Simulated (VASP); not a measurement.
A run of VASP 6.6.1 is set up as follows.

INCAR

```
SYSTEM = AlAu
ALGO = Normal ; EDIFF = 1E-7
ENCUT = 520 ; ISIF = 2
ISMEAR = -1 ; LASPH = .True.
LCHARG = .True. ; LELF = .True.
LREAL = .False. ; LVHAR = .True.
LWAVE = .False. ; NBANDS = 14
NELM = 100 ; PREC = Accurate
SIGMA = 0.05
```

Contents of KPOINTS:

```
k-points
0
Gamma
  11 11 11
  0 0 0
```

File POSCAR:

```
AlAu
1.0
    3.0539378551      0.0000000000      0.0000000000
    0.0000000000      3.0539378551      0.0000000000
    0.0000000000      0.0000000000      3.0539378551
Al Au
1 1
Direct
    0.0000000000      0.0000000000      0.0000000000
    0.5000000000      0.5000000000      0.5000000000
```

Potentials or basis: VASP PAW LDA potentials, release 64 (Al, Au).

Run with:

```console
$ cat potpaw_LDA.64/Al/POTCAR potpaw_LDA.64/Au/POTCAR > POTCAR
$ mpirun -np 1 vasp_std > vasp.out
```

Question: Estimate the pressure.

Answer: 17.3 GPa.

Question: Predict the band gap on the k mesh.

Answer: Zero (band 7 reaches 14.79 eV, above the bottom of band 8 at 11.06 eV).

Caveat: spin-orbit coupling is left out, which moves the levels of the heavy elements.
